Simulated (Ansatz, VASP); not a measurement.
Mo in VASP and in Ansatz

```
Mo
1.0
    -1.37117   -2.37493    0.00000
     1.37117   -2.37493    0.00000
     0.00000    0.00000    9.96828
Mo
4
Direct
  0.00000 0.00000 0.12500
  0.00000 0.00000 0.37500
  0.00000 0.00000 0.62500
  0.00000 0.00000 0.87500
```

Alike in both runs: task single point; functional PBEsol; k mesh 25 × 25 × 6; occupations gaussian, width 0.15 eV; no spin polarisation.

|  | VASP | Ansatz |
| --- | --- | --- |
| version | VASP 6.6.1 | Ansatz 0.2.0 |
| potentials or method | VASP PAW PBE potentials, release 64 (Mo_sv), cutoff 520 eV | scalar-relativistic, plane waves, PAW |
| valence electrons in the cell | 56 | 56 |

Ansatz gave:

- gap on the k mesh at the Fermi level (eV): none
- pressure (GPa): 0.0
- traceless stress, the component that is largest in VASP (GPa): -0.93

Question: Estimate VASP's values.

Answer: gap on the k mesh at the Fermi level (eV): none; pressure (GPa): 0.6; traceless stress, the component that is largest in VASP (GPa): -0.69.

VASP's potentials were made for PBE, not for PBEsol. A gap of «none» marks a metal or a gap that the smearing closes.
